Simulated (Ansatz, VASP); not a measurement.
# RbNa3Te2: VASP beside Ansatz

```
Rb Na Te
1.0
     3.37240    1.94705    8.29751
    -3.37240    1.94705    8.29751
     0.00000   -3.89411    8.29751
Rb Na Te
1 3 2
Direct
  0.00000 0.00000 0.00000
  0.00000 0.00000 0.50000
  0.50000 0.00000 0.00000
  0.00000 0.50000 0.00000
  0.74568 0.74568 0.74568
  0.25432 0.25432 0.25432
```

Change from the starting cell: species swapped into the Pr2SiRh3 type (R-3m, No. 166).

Alike in both runs: functional PBE; k mesh 6 × 6 × 6; occupations gaussian, width 0.02 eV; no spin polarisation.

Ansatz relaxed the structure, and its values are those at the end. VASP's run is a single point on that final structure, the one shown.

|  | VASP | Ansatz |
| --- | --- | --- |
| version | VASP 6.6.1 | Ansatz 0.2.0 |
| potentials or method | VASP PAW PBE potentials, release 64 (Rb_sv, Na_pv, Te), cutoff 520 eV | scalar-relativistic, plane waves, PAW |
| valence electrons in the cell | 42 | 68 |

```csv
,VASP,Ansatz,Ansatz less VASP
gap on the k mesh at the Fermi level (eV),1.40,1.41,+0.006
least direct gap on the mesh (eV),1.40,1.41,+0.006
pressure (GPa),0.0,0.0,-0.02
rms of the force components (eV/Å),0.004,0.001,-0.0025
```

With one functional, cell and mesh, what is left measures potentials, basis and numerics. VASP's potentials hold 42 valence electrons a cell and Ansatz's 68, so a difference there can come from the potentials and not from the codes.

Spin-orbit coupling is off throughout.
